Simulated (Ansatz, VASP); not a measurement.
Al in VASP and in Ansatz

INCAR

```
  PREC = Accurate
  ENCUT = 600
  EDIFF = 1E-6
  ISMEAR = 0
  SIGMA = 0.1
  LREAL = F
  LASPH = T
  NELM = 60
  ALGO = Normal
  ISIF = 3
  LWAVE = F
  LCHARG = F
  GGA = PE
  IBRION = 2
  NSW = 100
  EDIFFG = -0.01
```

The input KPOINTS:

```
Automatic mesh
0
Gamma
  24 24 20
```

Contents of POSCAR:

```
Al
1.0
    2.7618439198      0.0000000000      0.0000000000
   -1.3809219599      2.3918269958      0.0000000000
    0.0000000000      0.0000000000      2.8419271846
Al
1
Direct
    0.0000000000      0.0000000000      0.0000000000
```

Input for Ansatz:

```yaml
crystal:
  lattice:
    - [2.7618439198, 0.0, 0.0]
    - [-1.3809219599, 2.3918269958, 0.0]
    - [0.0, 0.0, 2.8419271846]
  atoms:
    - { symbol: Al, position: [0.0, 0.0, 0.0] }
basis:
  ecutwfc: 420
kpoints:
  mp_grid: { grid: [24, 24, 20] }
hamiltonian:
  xc: pbe
scf:
  occupations: { method: gaussian, width: 0.1 }
output:
  forces: true
  stress: true
  eigenvalues: true
relax:
  adjacent_minimum: "off"
  f_tol: 0.01
  max_steps: 80
  cell: { stress_tol: 0.05 }
```

Alike in both runs: task relaxation of cell and atoms; functional PBE; k mesh 24 × 24 × 20; occupations gaussian, width 0.1 eV; no spin polarisation.

```csv
,VASP,Ansatz
version,VASP 6.6.1,Ansatz 0.2.0
potentials or method,"VASP PAW PBE potentials, release 64 (Al), cutoff 600 eV","scalar-relativistic, plane waves, PAW"
valence electrons in the cell,3,3
```

Ansatz gave:

* gap on the k mesh at the Fermi level, each at its own relaxed structure (eV): none
* relaxed volume (Å³/atom): 18.77
* relaxed cell length with the largest relative difference (Å): 2.803

What did VASP give for the same quantities?

gap on the k mesh at the Fermi level, each at its own relaxed structure (eV): none; relaxed volume (Å³/atom): 18.76; relaxed cell length with the largest relative difference (Å): 2.801.

A gap of «none» marks a metal or a gap that the smearing closes.
